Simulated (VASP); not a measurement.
Wanted: the native input for a VASP 6.6.1 run.

```
Task                   : relaxation of shape and atoms at fixed volume
Functional             : PBE
Potentials or basis    : VASP PAW PBE potentials, release 64 (Ni, Ru_pv, N)
Cutoff                 : 600 eV
k mesh                 : 8 × 8 × 6
Occupations            : gaussian, width 0.1 eV
Spin                   : no spin polarisation
Dipole correction      : no
Further INCAR settings : ALGO = Normal; EDIFF = 1e-06; IBRION = 2; EDIFFG = -0.01; NSW = 50; ISIF = 4
```

The structure of Ni3RuN3 lies in POSCAR:

```
Ni3RuN3
1.0
    3.6592350524      0.0000000000      0.0000000000
    0.0000000000      3.6592350524      0.0000000000
    0.0000000000      0.0000000000      4.9033963708
Ni Ru N
3 1 3
Direct
    0.0000000000      0.5000000000      0.4505216815
    0.5000000000      0.0000000000      0.4505216815
    0.5000000000      0.5000000000      0.8242416759
    0.0000000000      0.0000000000      0.0414238592
    0.0000000000      0.5000000000      0.8452936820
    0.5000000000      0.0000000000      0.8452936820
    0.0000000000      0.0000000000      0.4144067481
```

One way to write it, as run:

INCAR

```
SYSTEM = Ni3RuN3
PREC = Accurate ; ENCUT = 600
EDIFF = 1E-6 ; ISMEAR = 0
SIGMA = 0.1 ; LREAL = .False.
LASPH = .True. ; NELM = 100
ALGO = Normal ; ISIF = 4
LWAVE = .False. ; LCHARG = .False.
GGA = PE ; IBRION = 2
NSW = 50 ; EDIFFG = -0.01
```

KPOINTS

```
Automatic mesh
0
Gamma
  8 8 6
  0 0 0
```

Potentials or basis: VASP PAW PBE potentials, release 64 (Ni, Ru_pv, N).

Command:

```console
$ cat potpaw_PBE.64/Ni/POTCAR potpaw_PBE.64/Ru_pv/POTCAR potpaw_PBE.64/N/POTCAR > POTCAR
$ mpirun -np 1 vasp_std > vasp.out
```

It gave:

```
Energy gained by relaxing    : 2.4 meV/atom
Ionic steps                  : 12
Pressure after relaxing      : 22.6 GPa
Largest force after relaxing : 0.009 eV/Å
Band gap on the k mesh       : zero (an odd number of electrons rules out a gap without spin polarisation)
```

Caveat: an odd number of electrons without spin polarisation forces a metal; a magnetic or distorted state may lie lower; the run has no spin polarisation, though such a crystal can be magnetic.

Wall time 18 min on 1 thread of Intel(R) Xeon(R) Platinum 8259CL CPU @ 2.50GHz (Skylake/Cascade Lake), with other jobs on the host, peak memory 0.29 GiB.
